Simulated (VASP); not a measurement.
Ni, 1 atom in the cell. It takes space group Im-3m (No. 229, cubic). Conventional cell: a = 2.767 Å, b = 2.767 Å, c = 2.767 Å, α = 90.00°, β = 90.00°, γ = 90.00°. Within 3.2 Å of Ni (site symmetry m-3m) lie 14 Ni at 2.40 to 2.77 Å. This isn't the form of Ni at room conditions, which is fcc.

| Property | Result |
| --- | --- |
| Program | VASP 6.6.1 |
| Task | relaxation of cell and atoms |
| Functional | r2SCAN |
| Dispersion | D3(BJ) |
| Potentials or basis | VASP PAW PBE potentials, release 64 (Ni) |
| Cutoff | 600 eV |
| k mesh | 17 × 17 × 17 |
| Occupations | fermi-dirac, width 0.1 eV |
| Spin | collinear spin, ferromagnetic start |
| Starting moments | [1.0] μB |
| Target pressure | 4 GPa |
| Dipole correction | no |
| Further INCAR settings | ALGO = Normal; EDIFF = 1e-07; IBRION = 2; EDIFFG = -0.02; NSW = 80; ISIF = 3 |

Potentials or basis: VASP PAW PBE potentials, release 64 (Ni).

Command:

```sh
$ cat potpaw_PBE.64/Ni/POTCAR > POTCAR
$ cp INCAR.step1 INCAR
$ mpirun -np 1 vasp_std > vasp.out
$ cp INCAR.step2 INCAR
$ mpirun -np 1 vasp_std > vasp.out
```

Hardware: 1 thread of Oxide Virtual Turin-like Processor (shared host).

**Question.** How long does it take, and how much memory?

**Answer.** Run time: 14 min on 1 thread of Oxide Virtual Turin-like Processor, on a shared host, peak memory 0.14 GiB. Counts: k points 165, ion steps 3.
